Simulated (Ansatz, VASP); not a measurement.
**Two plane-wave programs on LaH3**

```
La H
1.0
     0.00000    2.78648    2.78648
     2.78648    0.00000    2.78648
     2.78648    2.78648    0.00000
La H
1 3
Cartesian
  0.0000 0.0000 0.0000
  2.7865 2.7865 2.7865
  4.1797 4.1797 4.1797
  1.3932 1.3932 1.3932
```

Alike in both runs: task relaxation of cell and atoms; functional PBEsol; k mesh 7 × 7 × 7; occupations fermi-dirac, width 0.05 eV; no spin polarisation.

|  | VASP | Ansatz |
| --- | --- | --- |
| version | VASP 6.6.1 | Ansatz 0.2.0 |
| potentials or method | VASP PAW PBE potentials, release 64 (La, H) | plane waves, PAW |
| plane-wave cutoff (eV) | 500 | 420 |
| valence electrons in the cell | 14 | 14 |

Ansatz gave:

* relaxed volume (Å³/atom): 10.41
* relaxed cell length with the largest relative difference (Å): 3.890

**Question.** Estimate VASP's values.

**Answer.** Relaxed volume (Å³/atom): 10.38; relaxed cell length with the largest relative difference (Å): 3.887.

VASP's potentials were made for PBE, not for PBEsol.

Neither program's run includes spin-orbit coupling.
